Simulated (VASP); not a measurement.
Crystal: Co.

```xyz
2
Lattice="2.4288 0.0000 0.0000 -1.2144 2.1034 0.0000 0.0000 0.0000 3.9178" Properties=species:S:1:pos:R:3 pbc="T T T"
Co    1.2144    0.7011    0.9794
Co    0.0000    1.4022    2.9383
```

Program: VASP 6.6.1. Alike in all runs: task single point; level LDA; potentials or basis VASP PAW LDA potentials, release 64 (Co); spin collinear, ferromagnetic start; cell as given; k mesh 24 × 24 × 12; cutoff (eV) 520; smearing gaussian 0.15 eV.

Question: Order these runs on this cell by their pressure, lowest first.
A. fixed moment (μB) 2.75
B. fixed moment (μB) 2.2
C. fixed moment (μB) 3.3

Answer: B (-6.2 GPa), A (-2.7 GPa), C (2.1 GPa).

Caveats: the total moment is fixed, so each spin has its own Fermi level; the cell stands under tension (at least some runs).
